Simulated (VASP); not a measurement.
# BC2 (P4_2/mmc) in VASP: density of states with PBE

Aim: the density of states of BC2 with PBE.

Program: VASP 6.6.1. These are calculated values, not measurements. Logs are shortened: lines on timing, memory, paths and dates and some standing lists are left out, and cuts for length are marked.

## Step 1: The cell of the first run

Symmetry: P4_2/mmc, No. 131, tetragonal system. The conventional cell has a = 2.677 Å, b = 2.677 Å, c = 6.483 Å, α = 90.00°, β = 90.00°, γ = 90.00°. B (site symmetry -4m2) has 4 C at 1.64 Å within 2.2 Å. Within 1.8 Å of C (site symmetry 2mm) lie 1 C at 1.35 Å and 2 B at 1.64 Å.

## Step 2: Density of states, PBE

POSCAR

```
BC2
1.0
    2.6768036920      0.0000000000      0.0000000000
    0.0000000000      2.6768036920      0.0000000000
    0.0000000000      0.0000000000      6.4829564348
B C
2 4
Direct
    0.5000000000      0.5000000000      0.7500000000
    0.5000000000      0.5000000000      0.2500000000
    0.5000000000      0.0000000000      0.6040596440
    0.0000000000      0.5000000000      0.8959403560
    0.0000000000      0.5000000000      0.1040596440
    0.5000000000      0.0000000000      0.3959403560
```

INCAR.step1

```
PREC     = Accurate       # precision mode
ENCUT    = 520            # plane-wave cutoff, eV
EDIFF    = 1E-6           # SCF threshold, eV
ISMEAR   = 0              # smearing method
SIGMA    = 0.1            # smearing width, eV
LREAL    = False          # projectors in reciprocal space
LASPH    = True           # aspherical terms in the spheres
NELM     = 100            # most SCF steps
ALGO     = Normal         # electronic algorithm
ISIF     = 2              # what is computed and relaxed
LWAVE    = False          # write WAVECAR
LCHARG   = True           # write CHGCAR
GGA      = PE             # functional
NBANDS   = 20             # bands
```

KPOINTS.step1

```
regular mesh
0
Gamma
  14 14 6
```

INCAR.step2

```
PREC     = Accurate       # precision mode
ENCUT    = 520            # plane-wave cutoff, eV
EDIFF    = 1E-6           # SCF threshold, eV
ISMEAR   = -5             # smearing method
SIGMA    = 0.1            # smearing width, eV
LREAL    = False          # projectors in reciprocal space
LASPH    = True           # aspherical terms in the spheres
NELM     = 100            # most SCF steps
ALGO     = Normal         # electronic algorithm
ISIF     = 2              # what is computed and relaxed
LWAVE    = False          # write WAVECAR
LCHARG   = False          # write CHGCAR
GGA      = PE             # functional
LORBIT   = 11             # projections on sites
NEDOS    = 2001           # points of the DOS
ICHARG   = 11             # starting density
```

KPOINTS.step2

```
regular mesh
0
Gamma
  21 21 9
```

Potentials or basis: VASP PAW PBE potentials, release 64 (B, C).

Started as:

```console
$ cat potpaw_PBE.64/B/POTCAR potpaw_PBE.64/C/POTCAR > POTCAR
$ cp INCAR.step1 INCAR
$ cp KPOINTS.step1 KPOINTS
$ mpirun -np 1 vasp_std > vasp.out
$ cp INCAR.step2 INCAR
$ cp KPOINTS.step2 KPOINTS
$ mpirun -np 1 vasp_std > vasp.out
```

OUTCAR:

```text
PREC = Accurate
   ENCUT = 520
   EDIFF = 1E-6
   ISMEAR = -5
   LREAL = False
   LASPH = True
   NELM = 100
   ISIF = 2
   GGA = PE
   LORBIT = 11
   ICHARG = 11

 ion  position               nearest neighbor table
   1  0.500  0.500  0.750-   3 1.64   4 1.64   3 1.64   4 1.64
   2  0.500  0.500  0.250-   5 1.64   6 1.64   6 1.64   5 1.64
   3  0.500  0.000  0.604-   6 1.35   1 1.64   1 1.64
   4  0.000  0.500  0.896-   5 1.35   1 1.64   1 1.64
   5  0.000  0.500  0.104-   4 1.35   2 1.64   2 1.64
   6  0.500  0.000  0.396-   3 1.35   2 1.64   2 1.64

  LATTYP: Found a simple tetragonal cell.
 ALAT       =     2.6768036920
 C/A-ratio  =     2.4219020820

  Lattice vectors:

 A1 = (   2.6768036920,   0.0000000000,   0.0000000000)
 A2 = (   0.0000000000,   2.6768036920,   0.0000000000)
 A3 = (   0.0000000000,   0.0000000000,   6.4829564348)

Analysis of symmetry for initial positions (statically):
=====================================================================
 Subroutine PRICEL returns:
 Original cell was already a primitive cell.

 Routine SETGRP: Setting up the symmetry group for a
 simple tetragonal supercell.

 Subroutine GETGRP returns: Found 16 space group operations
 (whereof  8 operations were pure point group operations)
 out of a pool of 16 trial point group operations.

The static configuration has the point symmetry D_2h.
 The point group associated with its full space group is D_4h.

Analysis of symmetry for dynamics (positions and initial velocities):
=====================================================================
 Subroutine PRICEL returns:
 Original cell was already a primitive cell.

 Routine SETGRP: Setting up the symmetry group for a
 simple tetragonal supercell.

 Subroutine GETGRP returns: Found 16 space group operations
 (whereof  8 operations were pure point group operations)
 out of a pool of 16 trial point group operations.

The dynamic configuration has the point symmetry D_2h.
 The point group associated with its full space group is D_4h.

 Subroutine INISYM returns: Found 16 space group operations
 (whereof  8 operations are pure point group operations),
 and found     1 'primitive' translations

----------------------------------------------------------------------------------------

                                     Primitive cell

  volume of cell :      46.4522

  direct lattice vectors                    reciprocal lattice vectors
     2.676803692  0.000000000  0.000000000     0.373579879  0.000000000  0.000000000
     0.000000000  2.676803692  0.000000000     0.000000000  0.373579879  0.000000000
     0.000000000  0.000000000  6.482956435     0.000000000  0.000000000  0.154250612

  length of vectors
     2.676803692  2.676803692  6.482956435     0.373579879  0.373579879  0.154250612

  position of ions in fractional coordinates (direct lattice)
     0.500000000  0.500000000  0.750000000
     0.500000000  0.500000000  0.250000000
     0.500000000  0.000000000  0.604059644
     0.000000000  0.500000000  0.895940356
     0.000000000  0.500000000  0.104059644
     0.500000000  0.000000000  0.395940356

  ion indices of the primitive-cell ions
   primitive index   ion index
                 1           1
                 2           2
                 3           3
                 4           4
                 5           5
                 6           6

----------------------------------------------------------------------------------------

 KPOINTS: regular mesh

Automatic generation of k-mesh.
 Grid dimensions read from file:
 generate k-points for:   21   21    9

 Generating k-lattice:

  Cartesian coordinates                     Fractional coordinates (reciprocal lattice)
     0.017789518  0.000000000  0.000000000     0.047619048  0.000000000  0.000000000
     0.000000000  0.017789518  0.000000000     0.000000000  0.047619048  0.000000000
     0.000000000  0.000000000  0.017138957     0.000000000  0.000000000  0.111111111

  Length of vectors
     0.017789518  0.017789518  0.017138957

  Shift w.r.t. Gamma in fractional coordinates (k-lattice)
     0.000000000  0.000000000  0.000000000

 TETIRR: Found   5923 inequivalent tetrahedra from    23814

 Subroutine IBZKPT returns following result:
 ===========================================

 Found    330 irreducible k-points:

 Following reciprocal coordinates:
            Coordinates               Weight
  0.000000  0.000000  0.000000      1.000000
  0.047619  0.000000  0.000000      4.000000
  0.095238  0.000000  0.000000      4.000000
  0.142857  0.000000  0.000000      4.000000
  0.190476  0.000000  0.000000      4.000000
  0.238095  0.000000  0.000000      4.000000
[... 16 lines left out ...]
  0.142857  0.095238  0.000000      8.000000
  0.190476  0.095238  0.000000      8.000000
 [... further k-points ...]
   k-points           NKPTS =    330   k-points in BZ     NKDIM =    330   number of bands    NBANDS=     15
   number of dos      NEDOS =   2001   number of ions     NIONS =      6
   total plane-waves  NPLWV =  19200
   dimension x,y,z NGX =    20 NGY =   20 NGZ =   48
   dimension x,y,z NGXF=    40 NGYF=   40 NGZF=   96
   ions per type =               2   4
   NGX,Y,Z   is equivalent  to a cutoff of  12.42, 12.42, 12.31 a.u.
   NGXF,Y,Z  is equivalent  to a cutoff of  24.84, 24.84, 24.62 a.u.
 SYSTEM =  unknown system
   PREC   = accura    normal or accurate (medium, high low for compatibility)
   ISTART =      0    job   : 0-new  1-cont  2-samecut
   ICHARG =     11    charge: 1-file 2-atom 10-const
   ISPIN  =      1    spin polarized calculation?
   LNONCOLLINEAR =      F non collinear calculations
   LSORBIT =      F    spin-orbit coupling
   LASPH  =      T    aspherical Exc in radial PAW
   ENCUT  =  520.0 eV  38.22 Ry    6.18 a.u.   4.98  4.98 12.05*2*pi/ulx,y,z
   NELM   =    100;   NELMIN=  2; NELMDL=  0     # of ELM steps
   EDIFF  = 0.1E-05   stopping-criterion for ELM
   LREAL  =      F    real-space projection
   EDIFFG = 0.1E-04   stopping-criterion for IOM
   NSW    =      0    number of steps for IOM
   IBRION =     -1    ionic relax: 0-MD 1-quasi-New 2-CG
   NFREE  =      0    steps in history (QN), initial steepest desc. (CG)
   ISIF   =      2    stress and relaxation
   ISYM   =      2    0-nonsym 1-usesym 2-fastsym
   POTIM  = 0.5000    time-step for ionic-motion
   TEBEG  =    0.0;   TEEND  =   0.0 temperature during run
   PSTRESS=    0.0 pullay stress
   NELECT =      22.0000    total number of electrons
   NUPDOWN=      -1.0000    fix difference up-down
   EMIN   =  10.00;   EMAX   =-10.00  energy-range for DOS
   EFERMI =   0.00;   METHOD = LEGACY
   ISMEAR =    -5;   SIGMA  =   0.10  broadening in eV -4-tet -1-fermi 0-gaus
   EFERMI_NEDOS =   21; number of points for ismear=-14 and -15
   IALGO  =     38    algorithm
   IMIX   =      4    mixing-type and parameters
     AMIX     =   0.40;   BMIX     =  1.00
     AMIX_MAG =   1.60;   BMIX_MAG =  1.00
  volume/ion in A,a.u.               =       7.74        52.25
  Fermi-wavevector in a.u.,A,eV,Ry     =   1.276087  2.411455 22.155706  1.628398
  Thomas-Fermi vector in A             =   2.408763
   LORBIT       =     11    0 simple, 1 ext, 2 COOP (PROOUT), +10 PAW based schemes
   GGA     = PE    functional components
   LHFCALC =     F    Hartree Fock is set to
   AEXX    =    0.0000 exact exchange contribution
   IVDW    =     0    specifies the selected vdW correction
   LEPSILON=     F    determine dielectric tensor
   LRPA    =     F    only Hartree local field effects (RPA)
 non-spin polarized calculation
 Fermi weights with tetrahedron method with Bloechl corrections
  energy-cutoff  :      520.00
  volume of cell :       46.45
 maximum number of plane-waves:      1268
 NGX is ok and might be reduce to    20

 number of electron      22.0000002 magnetization

 Free energy of the ion-electron system (eV)
  ---------------------------------------------------
  ext. energy  EPLUGINS =         0.00000000
  ---------------------------------------------------
  free energy    TOTEN  =       -46.73370082 eV

  energy without entropy =      -46.73370082  energy(sigma->0) =      -46.73370082

 E-fermi :   4.5903     XC(G=0): -11.4247

 val. band max:        4.7076151614   @ k =   0.0476   0.0476   0.0000
 cond. band min:       4.5148884708   @ k =   0.2857   0.1429   0.0000
 fundamental gap:     -0.1927266906
 Fermi energy:         4.5903257667

 k-point     1 :       0.0000    0.0000    0.0000
  band No.  band energies     occupation
      1     -11.8734      2.00000
      2     -10.0601      2.00000
      3      -8.3422      2.00000
      4      -2.9263      2.00000
      5      -1.4804      2.00000
      6       1.9933      2.00000
      7       1.9933      2.00000
      8       3.3498      2.00000
      9       4.8990     -0.18591
     10       4.8990     -0.18704
     11       5.2240      0.00000
     12       5.2240      0.00000
     13      10.8589      0.00000
     14      11.5213      0.00000
     15      11.5216      0.00000

 k-point     2 :       0.0476    0.0000    0.0000
  band No.  band energies     occupation
      1     -11.8416      2.00000
      2     -10.0355      2.00000
      3      -8.3075      2.00000
      4      -2.9166      2.00000
      5      -1.4748      2.00000
      6       1.8077      2.00000
      7       2.0140      2.00000
      8       3.3086      2.00000
      9       4.7151      0.93314
     10       4.9223     -0.30161
     11       5.0973      0.00000
     12       5.2348      0.00000
     13      11.0042      0.00000
     14      11.3801      0.00000
     15      11.5227      0.00000

 k-point     3 :       0.0952    0.0000    0.0000
  band No.  band energies     occupation
      1     -11.7469      2.00000
      2      -9.9626      2.00000
      3      -8.2038      2.00000
      4      -2.8902      2.00000
      5      -1.4637      2.00000
      6       1.3049      2.00000
      7       2.0750      2.00000
      8       3.1783      2.00000
      9       4.2313      2.03398
     10       4.7587      0.04030
     11       4.9908      0.00000
     12       5.2662      0.00000
     13      10.9972      0.00000
     14      11.3735      0.00000
     15      11.5257      0.00000
[... 343 lines left out ...]
 k-point    23 :       0.1429    0.0952    0.0000
  band No.  band energies     occupation
      1     -11.4652      2.00000
      2      -9.7490      2.00000
      3      -7.8943      2.00000
      4      -2.8158      2.00000
      5      -1.4448      2.00000
      6       0.6874      2.00000
      7       1.5130      2.00000
      8       2.8147      2.00000
      9       3.6858      2.00000
     10       4.3357      2.00461
     11       4.4627      1.42019
     12       4.8420     -0.00819
     13      10.4546      0.00000
     14      11.0186      0.00000
     15      12.4580      0.00000

 k-point    24 :       0.1905    0.0952    0.0000
  band No.  band energies     occupation
      1     -11.2517      2.00000
      2      -9.5948      2.00000
      3      -7.6550      2.00000
      4      -2.7886      2.00000
      5      -1.4879      2.00000
      6      -0.0944      2.00000
      7       1.6506      2.00000
      8       2.4947      2.00000
      9       3.0340      2.00000
     10       3.8635      2.00000
     11       4.6133      1.09433
     12       4.8989     -0.03319
     13       9.7981      0.00000
     14      11.0179      0.00000
     15      12.9460      0.00000

 [... further k-points ...]
[... 5 lines left out ...]
  --------------------------------------------------------------------------------------
  -------------------------------------------------------------------------------------
  Total       -0.1449443     -0.1449443      0.4516826      0.0000000      0.0000000      0.0000000
  in kB       -4.9992587     -4.9992587     15.5789374      0.0000000      0.0000000      0.0000000
  external PRESSURE =       1.8601400 kB  Pullay stress =       0.0000000 kB

 VOLUME and BASIS-vectors are now :
 -----------------------------------------------------------------------------
  energy-cutoff  :      520.00
  volume of cell :       46.45
      direct lattice vectors                 reciprocal lattice vectors
     2.676803692  0.000000000  0.000000000     0.373579879  0.000000000  0.000000000
     0.000000000  2.676803692  0.000000000     0.000000000  0.373579879  0.000000000
     0.000000000  0.000000000  6.482956435     0.000000000  0.000000000  0.154250612

 POSITION                                       TOTAL-FORCE (eV/Angst)
 -----------------------------------------------------------------------------------
      1.33840      1.33840      4.86222         0.000000      0.000000     -0.000000
      1.33840      1.33840      1.62074         0.000000      0.000000      0.000000
      1.33840      0.00000      3.91609         0.000000      0.000000      0.163052
      0.00000      1.33840      5.80834         0.000000      0.000000     -0.163052
      0.00000      1.33840      0.67461        -0.000000      0.000000      0.163052
      1.33840      0.00000      2.56686         0.000000     -0.000000     -0.163052
 -----------------------------------------------------------------------------------
    total drift:                                0.000000      0.000000     -0.000000

  FREE ENERGIE OF THE ION-ELECTRON SYSTEM (eV)
  ---------------------------------------------------
  free  energy   TOTEN  =       -46.7337008151 eV

  energy  without entropy=      -46.7337008151  energy(sigma->0) =      -46.73370082

 total charge

# of ion       s       p       d       tot
------------------------------------------
    1        0.709   1.339   0.000   2.049
    2        0.709   1.339   0.000   2.049
    3        0.898   1.627   0.000   2.526
    4        0.898   1.627   0.000   2.526
    5        0.898   1.627   0.000   2.526
    6        0.898   1.627   0.000   2.526
--------------------------------------------------
tot          5.011   9.189   0.000  14.200
```

Wall time 83 s (1 thread of Intel Xeon 6975P-C (Granite Rapids), shared host); peak memory 0.29 GiB.

Results:

| Property | Result |
| --- | --- |
| Valence electrons inside the program's atomic spheres | B 2.05; C 2.53 |

Caveat: tetrahedron occupations give inexact forces and stress in metals.
